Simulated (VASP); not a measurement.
**RbBr: single point with HSE06**

RbBr:

```
Rb Br
1.0
     4.12793    0.00000    0.00000
     0.00000    4.12793    0.00000
     0.00000    0.00000    4.05610
Rb Br
1 1
Direct
  0.00000 0.00000 0.00000
  0.50000 0.50000 0.50000
```

This cell differs from its parent crystal: uniaxial z strain -1.7%.

```yaml
Program: VASP 6.6.1
Task: single point
Functional: HSE06
Potentials_or_basis: VASP PAW PBE potentials, release 64 (Rb_sv, Br)
Cutoff: 520 eV
k_mesh: 4 × 4 × 4
Occupations: gaussian, width 0.01 eV
Spin: no spin polarisation
Dipole_correction: no
Grid_for_exact_exchange_PRECFOCK: Normal
Further_INCAR_settings: ALGO = Normal; EDIFF = 1e-06; NBANDS = 15
Share_of_exact_exchange: 0.25
Screening_parameter: 0.2079 1/Å
```

```yaml
Pressure: 0.8 GPa
Band_gap_on_the_k_mesh: 5.27 eV (least direct gap 5.42 eV)
```

Stress tensor (GPa, compression positive):
```
0.57 0.00 0.00
0.00 0.57 0.00
0.00 0.00 1.13
```

Levels at points of the mesh, in eV from the valence-band top:
```tsv
k point	band 5	band 6	band 7	band 8	band 9	band 10	band 11	band 12
(0.00, 0.00, 0.00)	-9.66	-0.25	-0.25	-0.16	5.27	6.65	6.73	11.29
(0.50, 0.00, 0.00)	-9.61	-1.91	-0.34	-0.23	8.10	8.34	8.97	9.89
(0.50, 0.50, 0.00)	-9.58	-1.20	-1.20	0.00	6.42	7.52	9.38	9.38
(0.00, 0.00, 0.50)	-9.62	-1.92	-0.32	-0.32	8.15	8.36	9.08	9.85
(0.50, 0.00, 0.50)	-9.58	-1.24	-1.18	-0.08	6.46	7.38	9.16	9.22
(0.50, 0.50, 0.50)	-9.90	-1.54	-1.50	-1.50	9.43	9.43	9.51	10.78
```

Wall time 5.7 min on 1 thread of Intel(R) Xeon(R) 6975P-C (Granite Rapids) (shared host), peak memory 0.29 GiB.

Caveat: the cell differs from its parent crystal (uniaxial z strain -1.7%); the structure was generated, so it needn't be the stable form of RbBr; the PAW data sets were made with another functional, which shifts forces and pressure a little. A k mesh can miss the band edges.
